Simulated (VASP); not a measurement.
Runs of VASP 6.6.1 on Pt. The structure is that of space group P6_3/mmc (No. 194), or close to it. The cells are those of the table. 

| task | cell | cutoff (eV) | gap on the mesh (eV) | pressure (GPa) |
| --- | --- | --- | --- | --- |
| single point | a = 2.731, b = 2.731, c = 4.687 Å, angles 90.0, 90.0, 120.0°, 2 atoms | 520 | none | -0.4 |
| relaxation of cell and atoms | relaxed to 15 GPa from a = 2.761, b = 2.761, c = 4.792 Å, angles 90.0, 90.0, 120.0°, 2 atoms | 600 | none | 15.2 |
| relaxation of cell and atoms | relaxed from a = 2.761, b = 2.761, c = 4.792 Å, angles 90.0, 90.0, 120.0°, 2 atoms | 600 | none | 0.0 |
| single point | a = 2.663, b = 2.663, c = 4.525 Å, angles 90.0, 90.0, 120.0°, 2 atoms | 520 | none | 29.7 |
| relaxation of cell and atoms | relaxed to 45 GPa from a = 2.761, b = 2.761, c = 4.792 Å, angles 90.0, 90.0, 120.0°, 2 atoms | 600 | none | 45.0 |
| relaxation of cell and atoms | relaxed to 30 GPa from a = 2.761, b = 2.761, c = 4.792 Å, angles 90.0, 90.0, 120.0°, 2 atoms | 600 | none | 30.0 |
| single point | a = 2.694, b = 2.694, c = 4.595 Å, angles 90.0, 90.0, 120.0°, 2 atoms | 520 | none | 14.6 |
| single point | a = 2.637, b = 2.637, c = 4.469 Å, angles 90.0, 90.0, 120.0°, 2 atoms | 520 | none | (a) |

Alike in all rows: level PBEsol; potentials or basis VASP PAW PBE potentials, release 64 (Pt); no spin polarisation; k mesh 11 × 11 × 6; smearing gaussian 0.1 eV.

Q: Fill in the values left out.

A: (a) 44.8.

Caveats: the PAW data sets were made with another functional, which shifts forces and pressure a little; spin-orbit coupling is left out, which moves the levels of the heavy elements; the cell is relaxed towards a set pressure, so the enthalpy falls and the energy may rise (some runs).

A k mesh can miss the band edges, and the runs leave out spin-orbit coupling on Pt.

A gap of «none» marks levels without a gap at the run's occupations.
